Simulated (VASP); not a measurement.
# SrTiO (P4/mmm) in VASP: further runs

Runs on SrTiO. Level: PBE. Tasks: single point.

Program: VASP 6.6.1. These are calculated values, not measurements. Logs are shortened: lines on timing, memory, paths and dates and some standing lists are left out, and cuts for length are marked.

## (1) The cell of the first run

Symmetry: P4/mmm, No. 123, tetragonal system. Conventional cell: a = 3.269 Å, b = 3.269 Å, c = 5.239 Å, α = 90.00°, β = 90.00°, γ = 90.00°. Sr (site symmetry 4/mmm) has 2 Ti at 2.62 Å and 4 Sr at 3.27 Å and 8 O at 3.49 Å within 3.5 Å. Within 3.1 Å of Ti (site symmetry 4/mmm) lie 4 O at 2.31 Å and 2 Sr at 2.62 Å. O (site symmetry 4/mmm) has 4 Ti at 2.31 Å within 3.1 Å.

The cell was generated, and may not be a known phase.

## (2) Single point, PBE, collinear spin

Input file INCAR:

```
  PREC = Accurate
  ENCUT = 520
  EDIFF = 1E-7
  ISMEAR = 0
  SIGMA = 0.1
  LREAL = False
  LASPH = True
  NELM = 150
  ALGO = Normal
  ISIF = 2
  LWAVE = False
  LCHARG = True
  ISPIN = 2
  MAGMOM = 0 1 0
  LORBIT = 11
  LMAXMIX = 4
  GGA = PE
  LELF = True
  LVHAR = True
  NBANDS = 25
```

Input file KPOINTS:

```
regular mesh
0
Gamma
  6 6 4
```

Input file POSCAR:

```
SrTiO
1.0
    3.2694323000      0.0000000000      0.0000000000
    0.0000000000      3.2694323000      0.0000000000
    0.0000000000      0.0000000000      5.2390972500
Sr Ti O
1 1 1
Direct
    0.5000000000      0.5000000000      0.5000000000
    0.5000000000      0.5000000000      0.0000000000
    0.0000000000      0.0000000000      0.0000000000
```

Potentials or basis: VASP PAW PBE potentials, release 64 (Sr_sv, Ti_sv, O).

The run is started by

```sh
> cat potpaw_PBE.64/Sr_sv/POTCAR potpaw_PBE.64/Ti_sv/POTCAR potpaw_PBE.64/O/POTCAR > POTCAR
> mpirun -np 1 vasp_std > vasp.out
```

OUTCAR:

```text
PREC = Accurate
   ENCUT = 520
   EDIFF = 1E-7
   ISMEAR = 0
   LREAL = False
   LASPH = True
   NELM = 150
   ISIF = 2
   ISPIN = 2
   LORBIT = 11
   GGA = PE

 ion  position               nearest neighbor table
   1  0.500  0.500  0.500-   2 2.62   2 2.62   3 3.49   3 3.49   3 3.49   3 3.49   3 3.49   3 3.49
                             3 3.49   3 3.49
   2  0.500  0.500  0.000-   3 2.31   3 2.31   3 2.31   3 2.31   1 2.62   1 2.62
   3  0.000  0.000  0.000-   2 2.31   2 2.31   2 2.31   2 2.31   1 3.49   1 3.49   1 3.49   1 3.49
                             1 3.49   1 3.49   1 3.49   1 3.49

  LATTYP: Found a simple tetragonal cell.
 ALAT       =     3.2694323000
 C/A-ratio  =     1.6024486116

  Lattice vectors:

 A1 = (   3.2694323000,   0.0000000000,   0.0000000000)
 A2 = (   0.0000000000,   3.2694323000,   0.0000000000)
 A3 = (   0.0000000000,   0.0000000000,   5.2390972500)

Analysis of symmetry for initial positions (statically):
=====================================================================
 Subroutine PRICEL returns:
 Original cell was already a primitive cell.

 Routine SETGRP: Setting up the symmetry group for a
 simple tetragonal supercell.

 Subroutine GETGRP returns: Found 16 space group operations
 (whereof 16 operations were pure point group operations)
 out of a pool of 16 trial point group operations.

The static configuration has the point symmetry D_4h.

Analysis of symmetry for dynamics (positions and initial velocities):
=====================================================================
 Subroutine PRICEL returns:
 Original cell was already a primitive cell.

 Routine SETGRP: Setting up the symmetry group for a
 simple tetragonal supercell.

 Subroutine GETGRP returns: Found 16 space group operations
 (whereof 16 operations were pure point group operations)
 out of a pool of 16 trial point group operations.

The dynamic configuration has the point symmetry D_4h.

Analysis of structural, dynamic, and magnetic symmetry:
=====================================================================
 Subroutine PRICEL returns:
 Original cell was already a primitive cell.

 Routine SETGRP: Setting up the symmetry group for a
 simple tetragonal supercell.

 Subroutine GETGRP returns: Found 16 space group operations
 (whereof 16 operations were pure point group operations)
 out of a pool of 16 trial point group operations.

The overall configuration has the point symmetry D_4h.

 Subroutine INISYM returns: Found 16 space group operations
 (whereof 16 operations are pure point group operations),
 and found     1 'primitive' translations

----------------------------------------------------------------------------------------

                                     Primitive cell

  volume of cell :      56.0017

  direct lattice vectors                    reciprocal lattice vectors
     3.269432300  0.000000000  0.000000000     0.305863498  0.000000000  0.000000000
     0.000000000  3.269432300  0.000000000     0.000000000  0.305863498  0.000000000
     0.000000000  0.000000000  5.239097250     0.000000000  0.000000000  0.190872578

  length of vectors
     3.269432300  3.269432300  5.239097250     0.305863498  0.305863498  0.190872578

  position of ions in fractional coordinates (direct lattice)
     0.500000000  0.500000000  0.500000000
     0.500000000  0.500000000  0.000000000
     0.000000000  0.000000000  0.000000000

  ion indices of the primitive-cell ions
   primitive index   ion index
                 1           1
                 2           2
                 3           3

----------------------------------------------------------------------------------------

 KPOINTS: regular mesh

Automatic generation of k-mesh.
 Grid dimensions read from file:
 generate k-points for:    6    6    4

 Generating k-lattice:

  Cartesian coordinates                     Fractional coordinates (reciprocal lattice)
     0.050977250  0.000000000  0.000000000     0.166666667  0.000000000  0.000000000
     0.000000000  0.050977250  0.000000000     0.000000000  0.166666667  0.000000000
     0.000000000  0.000000000  0.047718145     0.000000000  0.000000000  0.250000000

  Length of vectors
     0.050977250  0.050977250  0.047718145

  Shift w.r.t. Gamma in fractional coordinates (k-lattice)
     0.000000000  0.000000000  0.000000000

 Subroutine IBZKPT returns following result:
 ===========================================

 Found     30 irreducible k-points:

 Following reciprocal coordinates:
            Coordinates               Weight
  0.000000  0.000000  0.000000      1.000000
  0.166667  0.000000  0.000000      4.000000
  0.333333  0.000000  0.000000      4.000000
  0.500000  0.000000  0.000000      2.000000
  0.166667  0.166667  0.000000      4.000000
  0.333333  0.166667  0.000000      8.000000
[... 16 lines left out ...]
  0.333333  0.000000  0.500000      4.000000
  0.500000  0.000000  0.500000      2.000000
 [... further k-points ...]
   k-points           NKPTS =     30   k-points in BZ     NKDIM =     30   number of bands    NBANDS=     25
   number of dos      NEDOS =    301   number of ions     NIONS =      3
   total plane-waves  NPLWV =  23040
   dimension x,y,z NGX =    24 NGY =   24 NGZ =   40
   dimension x,y,z NGXF=    48 NGYF=   48 NGZF=   80
   ions per type =               1   1   1
   NGX,Y,Z   is equivalent  to a cutoff of  12.20, 12.20, 12.69 a.u.
   NGXF,Y,Z  is equivalent  to a cutoff of  24.41, 24.41, 25.39 a.u.
 SYSTEM =  unknown system
   PREC   = accura    normal or accurate (medium, high low for compatibility)
   ISTART =      0    job   : 0-new  1-cont  2-samecut
   ICHARG =      2    charge: 1-file 2-atom 10-const
   ISPIN  =      2    spin polarized calculation?
   LNONCOLLINEAR =      F non collinear calculations
   LSORBIT =      F    spin-orbit coupling
   LASPH  =      T    aspherical Exc in radial PAW
   ENCUT  =  520.0 eV  38.22 Ry    6.18 a.u.   6.08  6.08  9.74*2*pi/ulx,y,z
   NELM   =    150;   NELMIN=  2; NELMDL= -5     # of ELM steps
   EDIFF  = 0.1E-06   stopping-criterion for ELM
   LREAL  =      F    real-space projection
   EDIFFG = 0.1E-05   stopping-criterion for IOM
   NSW    =      0    number of steps for IOM
   IBRION =     -1    ionic relax: 0-MD 1-quasi-New 2-CG
   NFREE  =      0    steps in history (QN), initial steepest desc. (CG)
   ISIF   =      2    stress and relaxation
   ISYM   =      2    0-nonsym 1-usesym 2-fastsym
   POTIM  = 0.5000    time-step for ionic-motion
   TEBEG  =    0.0;   TEEND  =   0.0 temperature during run
   PSTRESS=    0.0 pullay stress
   NELECT =      28.0000    total number of electrons
   NUPDOWN=      -1.0000    fix difference up-down
   EMIN   =  10.00;   EMAX   =-10.00  energy-range for DOS
   EFERMI =   0.00;   METHOD = LEGACY
   ISMEAR =     0;   SIGMA  =   0.10  broadening in eV -4-tet -1-fermi 0-gaus
   EFERMI_NEDOS =   21; number of points for ismear=-14 and -15
   IALGO  =     38    algorithm
   IMIX   =      4    mixing-type and parameters
     AMIX     =   0.40;   BMIX     =  1.00
     AMIX_MAG =   1.60;   BMIX_MAG =  1.00
  volume/ion in A,a.u.               =      18.67       125.97
  Fermi-wavevector in a.u.,A,eV,Ry     =   1.299353  2.455421 22.970961  1.688318
  Thomas-Fermi vector in A             =   2.430622
   LORBIT       =     11    0 simple, 1 ext, 2 COOP (PROOUT), +10 PAW based schemes
   GGA     = PE    functional components
   LHFCALC =     F    Hartree Fock is set to
   AEXX    =    0.0000 exact exchange contribution
   IVDW    =     0    specifies the selected vdW correction
   LEPSILON=     F    determine dielectric tensor
   LRPA    =     F    only Hartree local field effects (RPA)
 spin polarized calculation
 Gauss-broadening in eV      SIGMA  =   0.10
  energy-cutoff  :      520.00
  volume of cell :       56.00
 maximum number of plane-waves:      1528
   NGX = 13   NGY = 13   NGZ = 19

 number of electron      28.0000002 magnetization       1.3879351

 Free energy of the ion-electron system (eV)
  ---------------------------------------------------
  ext. energy  EPLUGINS =         0.00000000
  ---------------------------------------------------
  free energy    TOTEN  =       -14.92268220 eV

  energy without entropy =      -14.90716124  energy(sigma->0) =      -14.91492172

 E-fermi :   5.7753     XC(G=0): -10.1854

 val. band max:        5.7546181832   @ k =   0.5000   0.1667   0.2500
 cond. band min:       5.8014469824   @ k =   0.5000   0.1667   0.0000
 fundamental gap:      0.0468287992
 Fermi energy:         5.7752906347

 spin component 1

 k-point     1 :       0.0000    0.0000    0.0000
  band No.  band energies     occupation
      1     -51.8657      1.00000
      2     -30.4222      1.00000
      3     -28.2059      1.00000
      4     -28.1290      1.00000
      5     -28.1290      1.00000
      6     -13.3551      1.00000
[... 17 lines left out ...]
     24      13.0470      0.00000
     25      16.2803      0.00000
[... 621 lines left out ...]
      3     -28.2693      1.00000
      4     -28.1130      1.00000
      5     -28.0670      1.00000
      6     -13.1407      1.00000
[... 17 lines left out ...]
     24      11.8589      0.00000
     25      14.2973      0.00000

 [... further k-points ...]

 spin component 2

 k-point     1 :       0.0000    0.0000    0.0000
  band No.  band energies     occupation
      1     -51.1862      1.00000
      2     -30.3023      1.00000
      3     -27.5349      1.00000
      4     -27.5349      1.00000
      5     -27.3472      1.00000
      6     -13.2619      1.00000
[... 17 lines left out ...]
     24      13.2532      0.00000
     25      16.8034      0.00000
[... 621 lines left out ...]
      3     -27.6802      1.00000
      4     -27.5181      1.00000
      5     -27.2314      1.00000
      6     -12.9729      1.00000
[... 17 lines left out ...]
     24      12.2991      0.00000
     25      14.5907      0.00000

 [... further k-points ...]

------------------------ aborting loop because EDIFF is reached ----------------------------------------

  FORCE on cell =-STRESS in cart. coord.  units (eV):
  Direction    XX          YY          ZZ          XY          YZ          ZX
  --------------------------------------------------------------------------------------
  -------------------------------------------------------------------------------------
  Total       -4.4744069     -4.4744069      8.9919814      0.0000000      0.0000000     -0.0000000
  in kB     -128.0102948   -128.0102948    257.2555937      0.0000000      0.0000000     -0.0000000
  external PRESSURE =       0.4116680 kB  Pullay stress =       0.0000000 kB

 VOLUME and BASIS-vectors are now :
 -----------------------------------------------------------------------------
  energy-cutoff  :      520.00
  volume of cell :       56.00
      direct lattice vectors                 reciprocal lattice vectors
     3.269432300  0.000000000  0.000000000     0.305863498  0.000000000  0.000000000
     0.000000000  3.269432300  0.000000000     0.000000000  0.305863498  0.000000000
     0.000000000  0.000000000  5.239097250     0.000000000  0.000000000  0.190872578

 POSITION                                       TOTAL-FORCE (eV/Angst)
 -----------------------------------------------------------------------------------
      1.63472      1.63472      2.61955         0.000000      0.000000      0.000000
      1.63472      1.63472      0.00000         0.000000      0.000000      0.000000
      0.00000      0.00000      0.00000         0.000000      0.000000      0.000000
 -----------------------------------------------------------------------------------
    total drift:                                0.000000     -0.000000     -0.000000

  FREE ENERGIE OF THE ION-ELECTRON SYSTEM (eV)
  ---------------------------------------------------
  free  energy   TOTEN  =       -14.9226822026 eV

  energy  without entropy=      -14.9071612360  energy(sigma->0) =      -14.91492172

 total charge

# of ion       s       p       d       tot
------------------------------------------
    1        2.093   5.674   0.528   8.295
    2        2.160   6.044   2.045  10.249
    3        1.566   3.313   0.000   4.879
--------------------------------------------------
tot          5.819  15.031   2.573  23.423

 magnetization (x)

# of ion       s       p       d       tot
------------------------------------------
    1        0.015   0.016   0.167   0.198
    2        0.016   0.010   0.699   0.726
    3        0.003   0.043   0.000   0.047
--------------------------------------------------
tot          0.034   0.070   0.866   0.970
```

It took 1.7 min on 1 thread of Intel Xeon 8259CL, shared host; peak memory 0.2 GiB.

Results:

| Item | Value |
| --- | --- |
| Free energy | -14.9227 eV |
| Pressure | 0.0 GPa |
| Net moment | 1.39 μB per cell |
| Site moments | Sr +0.20; Ti +0.73; O +0.05 μB |
| Valence electrons inside the program's atomic spheres | Sr 8.29; Ti 10.25; O 4.88 |

Levels at points of the mesh, in eV from the Fermi level:
Spin up:
```csv
k point,band 11,band 12,band 13,band 14,band 15,band 16,band 17,band 18,band 19,band 20
"(0.00, 0.00, 0.00)",-3.98,-3.98,-3.11,-1.47,-1.35,-0.02,-0.02,0.91,1.14,1.82
"(0.50, 0.00, 0.00)",-5.25,-5.09,-1.54,-0.20,0.21,0.44,1.34,1.73,3.25,3.63
"(0.50, 0.50, 0.00)",-5.20,-3.96,-1.90,-1.90,-1.19,-1.15,1.64,1.78,4.20,4.20
"(0.00, 0.00, 0.50)",-4.00,-4.00,-1.22,-1.08,0.44,0.50,0.55,0.55,1.02,1.15
"(0.50, 0.00, 0.50)",-5.08,-4.85,-0.18,-0.08,0.61,0.71,0.87,1.30,2.40,3.28
"(0.50, 0.50, 0.50)",-5.34,-4.33,-0.70,-0.70,-0.30,1.06,1.53,1.68,1.68,1.78
```
Spin down:
```csv
k point,band 11,band 12,band 13,band 14,band 15,band 16
"(0.00, 0.00, 0.00)",-3.95,-3.95,-2.56,-0.96,-0.70,0.75
"(0.50, 0.00, 0.00)",-5.01,-4.95,-0.84,0.34,0.84,1.02
"(0.50, 0.50, 0.00)",-5.12,-3.76,-1.25,-1.25,-0.66,-0.46
"(0.00, 0.00, 0.50)",-3.97,-3.97,-0.68,-0.61,0.79,1.08
"(0.50, 0.00, 0.50)",-5.00,-4.58,0.20,0.35,1.33,1.53
"(0.50, 0.50, 0.50)",-5.24,-4.10,0.08,0.08,0.17,1.78
```

Caveat: the stress differs along the axes, from -13 to 26 GPa.

## (3) Single point, PBE, collinear spin

This run uses another cell than the first one, of 20.66 Å³/atom.

Input file INCAR:

```
SYSTEM = SrTiO
PREC = Accurate
ENCUT = 520
EDIFF = 1E-7
ISMEAR = 0
SIGMA = 0.1
LREAL = .FALSE.
LASPH = .TRUE.
NELM = 150
ALGO = Normal
ISIF = 2
LWAVE = .FALSE.
LCHARG = .TRUE.
ISPIN = 2
MAGMOM = 0 1 0
LORBIT = 11
LMAXMIX = 4
GGA = PE
LELF = .TRUE.
LVHAR = .TRUE.
NBANDS = 25
```

Input file KPOINTS:

```
regular mesh
0
G
  6 6 4
  0 0 0
```

Input file POSCAR:

```
SrTiO
1.0
    2.9698192203      0.0000000000      0.0000000000
    0.0000000000      2.9698192203      0.0000000000
    0.0000000000      0.0000000000      7.0264755474
Sr Ti O
1 1 1
Direct
    0.5000000000      0.5000000000      0.5000000000
    0.5000000000      0.5000000000      0.0000000000
    0.0000000000      0.0000000000      0.0000000000
```

Potentials or basis: VASP PAW PBE potentials, release 64 (Sr_sv, Ti_sv, O).

The run is started by

```sh
> cat potpaw_PBE.64/Sr_sv/POTCAR potpaw_PBE.64/Ti_sv/POTCAR potpaw_PBE.64/O/POTCAR > POTCAR
> mpirun -np 1 vasp_std > vasp.out
```

Wall time 2.4 min (1 thread of Intel Xeon 8259CL, shared host); peak memory 0.22 GiB.

It converged, with:

```yaml
Free_energy: -16.8056 eV
Pressure: 0.4 GPa
Net_moment: 0.25 μB per cell
Site_moments: Sr +0.03; Ti +0.11; O +0.01 μB
Valence_electrons_inside_the_program's_atomic_spheres: Sr 8.21; Ti 10.17; O 4.99
```

Levels at points of the mesh, in eV from the Fermi level:
Spin up:
```csv
k point,band 11,band 12,band 13,band 14,band 15,band 16,band 17,band 18,band 19,band 20
"(0.00, 0.00, 0.00)",-4.40,-4.40,-3.39,-1.71,-0.96,0.23,1.15,1.15,1.34,1.39
"(0.50, 0.00, 0.00)",-6.26,-5.60,-0.84,-0.13,0.92,1.39,1.66,1.72,2.12,3.03
"(0.50, 0.50, 0.00)",-5.75,-4.27,-2.04,-0.72,-0.72,0.28,2.09,2.09,2.43,2.47
"(0.00, 0.00, 0.50)",-4.40,-4.40,-2.23,-1.70,-1.65,0.22,0.69,1.17,1.17,1.34
"(0.50, 0.00, 0.50)",-6.26,-5.54,-0.56,-0.06,0.34,1.35,1.40,1.67,1.75,3.13
"(0.50, 0.50, 0.50)",-5.76,-4.31,-1.96,-0.50,-0.50,0.64,1.56,1.56,2.43,2.46
```
Spin down:
| k point | band 10 | band 11 | band 12 | band 13 | band 14 | band 15 | band 16 | band 17 | band 18 | band 19 |
| --- | --- | --- | --- | --- | --- | --- | --- | --- | --- | --- |
| (0.00, 0.00, 0.00) | -5.41 | -4.39 | -4.39 | -3.27 | -1.59 | -0.86 | 0.29 | 1.24 | 1.24 | 1.40 |
| (0.50, 0.00, 0.00) | -7.60 | -6.25 | -5.56 | -0.68 | -0.04 | 0.99 | 1.47 | 1.74 | 1.84 | 2.22 |
| (0.50, 0.50, 0.00) | -5.73 | -5.73 | -4.25 | -1.96 | -0.64 | -0.64 | 0.46 | 2.17 | 2.17 | 2.53 |
| (0.00, 0.00, 0.50) | -5.63 | -4.39 | -4.39 | -2.14 | -1.59 | -1.51 | 0.28 | 0.77 | 1.25 | 1.25 |
| (0.50, 0.00, 0.50) | -7.59 | -6.24 | -5.50 | -0.47 | 0.12 | 0.43 | 1.43 | 1.48 | 1.74 | 1.87 |
| (0.50, 0.50, 0.50) | -5.74 | -5.74 | -4.28 | -1.88 | -0.42 | -0.42 | 0.83 | 1.64 | 1.64 | 2.52 |

Caveat: a moment this small can come from the mesh or the smearing.
